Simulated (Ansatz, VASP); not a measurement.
# One calculation of KI, two programs

```
CELL_PARAMETERS angstrom
4.03817 0.00000 0.00000
0.00000 4.03817 0.00000
0.00000 0.00000 4.84580
ATOMIC_POSITIONS crystal
K 0.00000 0.00000 0.00000
I 0.50000 0.50000 0.50000
```

Alike in both runs: task single point; functional PBE; k mesh 6 × 6 × 6; occupations gaussian, width 0.05 eV; no spin polarisation.

|  | VASP | Ansatz |
| --- | --- | --- |
| version | VASP 6.6.1 | Ansatz 0.2.0 |
| potentials or method | VASP PAW PBE potentials, release 64 (K_sv, I), cutoff 520 eV | scalar-relativistic, plane waves, PAW |
| valence electrons in the cell | 16 | 26 |

```csv
,VASP,Ansatz,Ansatz less VASP
gap on the k mesh at the Fermi level (eV),2.42,2.42,+0.003
least direct gap on the mesh (eV),2.76,2.76,+0.002
pressure (GPa),0.7,0.7,-0.03
"traceless stress, the component that is largest in VASP (GPa)",-3.60,-3.61,-0.008
```

The functional is the same, so the differences come from potentials, cutoffs and numerics. VASP's potentials hold 16 valence electrons a cell and Ansatz's 26, so a difference there can come from the potentials and not from the codes.

Spin-orbit coupling is off throughout.
